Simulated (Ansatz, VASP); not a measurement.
## One calculation of BN, two programs

```
B N
1.0
     2.50435    0.00000    0.00000
    -1.25218    2.16883    0.00000
     0.00000    0.00000    7.01586
B N
2 2
Direct
  0.33333 0.66667 0.25000
  0.66667 0.33333 0.75000
  0.33333 0.66667 0.75000
  0.66667 0.33333 0.25000
```

Alike in both runs: task single point; functional PBEsol; k mesh 10 × 10 × 4; no spin polarisation.

|  | VASP | Ansatz |
| --- | --- | --- |
| version | VASP 6.6.1 | Ansatz 0.2.0 |
| potentials or method | VASP PAW PBE potentials, release 64 (B, N), cutoff 520 eV | all-electron LAPW, scalar-relativistic |
| occupations | gaussian, width 0.01 eV | fixed |

Ansatz gave:

| Property | Result |
| --- | --- |
| gap on the k mesh at the Fermi level (eV) | 4.26 |
| pressure (GPa) | 0.0 |
| traceless stress, the component that is largest in VASP (GPa) | 0.06 |

Problem. Estimate VASP's values.

Solution. gap on the k mesh at the Fermi level (eV): 4.26; pressure (GPa): 0.3; traceless stress, the component that is largest in VASP (GPa): -0.39.

VASP's potentials were made for PBE, not for PBEsol. Ansatz ran all-electron here, and VASP with PAW potentials.
